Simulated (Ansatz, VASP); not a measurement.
**One calculation of In, two programs**

INCAR

```
  ALGO = Normal
  EDIFF = 1E-7
  EDIFFG = -0.01
  ENCUT = 600
  GGA = RE
  IBRION = 2
  ISIF = 3
  ISMEAR = -1
  LASPH = T
  LCHARG = F
  LREAL = F
  LWAVE = F
  NELM = 60
  NSW = 80
  PREC = Accurate
  SIGMA = 0.1
```

Contents of KPOINTS:

```
k-points
0
Gamma
  11 11 6
```

The input POSCAR:

```
In
1.0
    3.3313943041      0.0000000000      0.0000000000
   -1.6656971520      2.8850720974      0.0000000000
    0.0000000000      0.0000000000      5.4401668986
In
2
Direct
    0.3333333333      0.6666666667      0.2500000000
    0.6666666667      0.3333333333      0.7500000000
```

Input for Ansatz:

```yaml
crystal:
  lattice:
    - [3.3313943041, 0.0, 0.0]
    - [-1.665697152, 2.8850720974, 0.0]
    - [0.0, 0.0, 5.4401668986]
  atoms:
    - { symbol: In, position: [0.3333333333, 0.6666666667, 0.25] }
    - { symbol: In, position: [0.6666666667, 0.3333333333, 0.75] }
hamiltonian:
  xc: revpbe
  pseudopotentials:
    kind: paw
    azcp:
      In: "pseudopotentials/In.paw.azcp"
basis:
  ecutwfc: 420
  fft_grid_basis: typed
kpoints:
  mp_grid: { grid: [11, 11, 6], shift: [0, 0, 0] }
magnetization:
  spin_polarized: false
scf:
  occupations: { method: fermi_dirac, width: 0.1 }
relax:
  max_steps: 60
  f_tol: 0.01
  cell: {}
output:
  write_density: true
  write_potential: true
  elf: true
  volumetric_format: npy
```

Alike in both runs: task relaxation of cell and atoms; functional revPBE; k mesh 11 × 11 × 6; occupations fermi-dirac, width 0.1 eV; no spin polarisation.

```csv
,VASP,Ansatz
version,VASP 6.6.1,Ansatz 0.2.0
potentials or method,"VASP PAW PBE potentials, release 64 (In_d), cutoff 600 eV","plane waves (420 eV) with PAW, scalar-relativistic"
valence electrons in the cell,26,26
```

Ansatz gave:

```
relaxed volume (Å³/atom)                                        : 28.65
relaxed length of the cell vector where the two differ most in proportion (Å) : 3.441
```

Problem. Which values does VASP return?

Solution. Relaxed volume (Å³/atom): 28.59; relaxed length of the cell vector where the two differ most in proportion (Å): 3.438.

VASP's potentials were made for PBE, not for revPBE.
